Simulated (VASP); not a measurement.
Input of a VASP 6.6.1 run:

File INCAR:

```
SYSTEM = AlCo
  ALGO = Normal
  EDIFF = 1E-6
  EDIFFG = -0.005
  ENCUT = 600
  GGA = PE
  IBRION = 2
  ISIF = 3
  ISMEAR = -1
  LASPH = .TRUE.
  LCHARG = .FALSE.
  LREAL = .FALSE.
  LWAVE = .FALSE.
  NELM = 80
  NSW = 60
  PREC = Accurate
  PSTRESS = 1500.0
  SIGMA = 0.05
```

KPOINTS

```
k-points
0
G
  12 12 7
  0 0 0
```

POSCAR

```
AlCo
1.0
    2.9376441560      0.0000000000      0.0000000000
   -1.4688220780      2.5440744664      0.0000000000
    0.0000000000      0.0000000000      4.5533484418
Co Al
2 2
Direct
    0.0000000000      0.0000000000      0.0000000000
    0.0000000000      0.0000000000      0.5000000000
    0.3333333333      0.6666666667      0.2500000000
    0.6666666667      0.3333333333      0.7500000000
```

Potentials or basis: VASP PAW PBE potentials, release 64 (Co, Al).

Launch:

```bash
$ cat potpaw_PBE.64/Co/POTCAR potpaw_PBE.64/Al/POTCAR > POTCAR
$ mpirun -np 1 vasp_std > vasp.out
```

(1) Estimate the space group after relaxing (to 0.05 Å).

(2) Estimate the relaxed volume.

(3) Estimate the band gap on the k mesh.

Answers

(1) P6_3/mmc (No. 194).

(2) 8.19 Å³/atom.

(3) zero (band 12 reaches 17.32 eV, above the bottom of band 13 at 14.78 eV).

Caveat: the cell is relaxed towards a set pressure, so the enthalpy falls and the energy may rise.
